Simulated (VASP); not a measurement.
Crystal: Li2O.

```xyz
3
Lattice="0.0000 2.2864 2.2864 2.2864 0.0000 2.2864 2.2864 2.2864 0.0000" Properties=species:S:1:pos:R:3 pbc="T T T"
Li    1.1432    1.1432    1.1432
Li    3.4296    3.4296    3.4296
O     0.0000    0.0000    0.0000
```

Base run:

| Quantity | Value |
| --- | --- |
| Program | VASP 6.6.1 |
| Functional | PBE |
| Potentials or basis | VASP PAW PBE potentials, release 64 (Li_sv, O) |
| Cutoff | 750 eV |
| k mesh | 8 × 8 × 8 |
| Occupations | gaussian, width 0.01 eV |
| Spin | no spin polarisation |

Its results: band gap on the k mesh 5.04 eV, indirect (least direct gap 5.49 eV); pressure 2.7 GPa.

Q: The run is repeated on the same cell with these changes: functional from PBE to r2SCAN; cutoff from 750 eV to 830 eV; k mesh from 8 × 8 × 8 to 4 × 4 × 4. What comes out?

A: Band gap on the k mesh 5.73 eV, indirect (least direct gap 6.34 eV); pressure 0.2 GPa.

Several settings changed at once, so the effect can't be laid on one alone.

Caveats: some runs use coarse meshes; the PAW data sets were made with another functional, which shifts forces and pressure a little (some runs).

A k mesh can miss the band edges.
